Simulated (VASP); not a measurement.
Wanted: the native input for a VASP 6.6.1 run.

| Property | Result |
| --- | --- |
| Task | single point |
| Functional | PBE |
| Dispersion | D3(BJ) |
| Potentials or basis | VASP PAW PBE potentials, release 64 (O, H, N) |
| Cutoff | 520 eV |
| k mesh | 1 × 1 × 1 |
| Occupations | fermi-dirac, width 0.05 eV |
| Spin | no spin polarisation |
| Dipole correction | no |
| Further INCAR settings | LREAL = Auto; ALGO = Normal; EDIFF = 1e-07; NBANDS = 34 |

The structure of H11NO4 lies in POSCAR:

```
H11NO4
1.0
    5.2305400000      0.0000000000      0.0000000000
    0.0000000000      5.2305400000      0.0000000000
    0.0000000000      0.0000000000      5.2305400000
O H N
4 11 1
Direct
    0.0554436062      0.6560508093      0.1629277283
    0.5889831643      0.4427649918      0.3452798373
    0.4421340818      0.7020498840      0.7727118041
    0.2069958360      0.1104474873      0.4589009930
    0.1955247451      0.6380794335      0.0333044007
    0.0840448596      0.4893567395      0.2614261625
    0.4441032857      0.3443239130      0.2890906101
    0.6381367889      0.5664615891      0.2163638936
    0.4264378057      0.8678836220      0.6833137688
    0.5484137393      0.6001865964      0.6509652923
    0.0960703866      0.1347662000      0.6141430904
    0.1303689485     -0.0279703434      0.3539213924
    0.8631422377      0.0173022288     -0.0211641628
    0.8938274060      0.3323366230     -0.0326926092
    0.7223537149      0.2025029920     -0.2368206724
    0.8845931778      0.1723913783     -0.1422606461
```

These files were run (other wordings do the same):

INCAR

```
SYSTEM = H11NO4
PREC = Accurate
ENCUT = 520
EDIFF = 1E-7
ISMEAR = -1
SIGMA = 0.05
LREAL = Auto
LASPH = .True.
NELM = 60
ALGO = Normal
ISIF = 2
LWAVE = .False.
LCHARG = .True.
GGA = PE
IVDW = 12
LELF = .True.
LVHAR = .True.
NBANDS = 34
```

KPOINTS

```
Automatic mesh
0
Gamma
  1 1 1
  0 0 0
```

Potentials or basis: VASP PAW PBE potentials, release 64 (O, H, N).

Command:

```bash
$ cat potpaw_PBE.64/O/POTCAR potpaw_PBE.64/H/POTCAR potpaw_PBE.64/N/POTCAR > POTCAR
$ mpirun -np 1 vasp_gam > vasp.out
```

Results of the run:

```json
{"Pressure": "-0.5 GPa", "Largest force": "1.982 eV/Å", "Band gap on the k mesh": "4.51 eV", "Dispersion energy per atom": "-0.038 eV"}
```

Caveat: the k points lie up to 1.20 Å⁻¹ apart.

Run time: 26 s on 1 thread of AMD EPYC 7R13 Processor (Zen 3), with other jobs on the host, peak memory 0.21 GiB.
